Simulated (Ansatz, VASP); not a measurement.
Co: VASP beside Ansatz

Contents of INCAR:

```
SYSTEM = Co
ALGO = Normal
EDIFF = 1E-6
EDIFFG = -0.003
ENCUT = 600
IBRION = 2
ISIF = 3
ISMEAR = -1
ISPIN = 2
LASPH = .TRUE.
LCHARG = .FALSE.
LMAXMIX = 4
LORBIT = 11
LREAL = .FALSE.
LWAVE = .FALSE.
MAGMOM = 1.7 1.7
NELM = 150
NSW = 100
PREC = Accurate
SIGMA = 0.05
```

The input KPOINTS:

```
k-points
0
G
  23 23 13
  0 0 0
```

Contents of POSCAR:

```
Co
1.0
    2.5071000000      0.0000000000      0.0000000000
   -1.2535500000      2.1712122898      0.0000000000
    0.0000000000      0.0000000000      4.0686000000
Co
2
Direct
    0.3333333333      0.6666666667      0.2500000000
    0.6666666667      0.3333333333      0.7500000000
```

Input for Ansatz:

```yaml
crystal:
  lattice:
    - [2.5071, 0.0, 0.0]
    - [-1.25355, 2.1712122898, 0.0]
    - [0.0, 0.0, 4.0686]
  atoms:
    - { symbol: Co, position: [0.3333333333, 0.6666666667, 0.25], spin: 1.7 }
    - { symbol: Co, position: [0.6666666667, 0.3333333333, 0.75], spin: 1.7 }
magnetization:
  spin_polarized: true
kpoints:
  mp_grid: { grid: [23, 23, 13] }
scf:
  occupations: { method: fermi_dirac, width: 0.05 }
hamiltonian:
  xc: lda
  pseudopotentials: { kind: paw }
output:
  forces: true
  stress: true
relax:
  f_tol: 0.003
  max_steps: 80
  cell: {}
```

Alike in both runs: task relaxation of cell and atoms; functional LDA; k mesh 23 × 23 × 13; occupations fermi-dirac, width 0.05 eV; collinear spin.

```csv
,VASP,Ansatz
version,VASP 6.6.1,Ansatz 0.2.0
potentials or method,"VASP PAW LDA potentials, release 64 (Co)","PAW with Ansatz's default frozen-core files, scalar-relativistic"
plane-wave cutoff (eV),600,420
valence electrons in the cell,18,34
```

```csv
,VASP,Ansatz,Ansatz less VASP
net moment per atom (μB),1.49,1.52,+0.032
size of the moment on the site where the two differ most (μB),1.48,1.56,+0.084
relaxed volume (Å³/atom),9.97,10.01,+0.048
relaxed cell length with the largest relative difference (Å),3.910,3.919,+0.0090
```

LDA's correlation is that of Perdew and Zunger in VASP and of Perdew and Wang (1992) in Ansatz. Site moments also hang on the region over which each program counts them. VASP's potentials hold 18 valence electrons a cell and Ansatz's 34, so a difference there can come from the potentials and not from the codes.
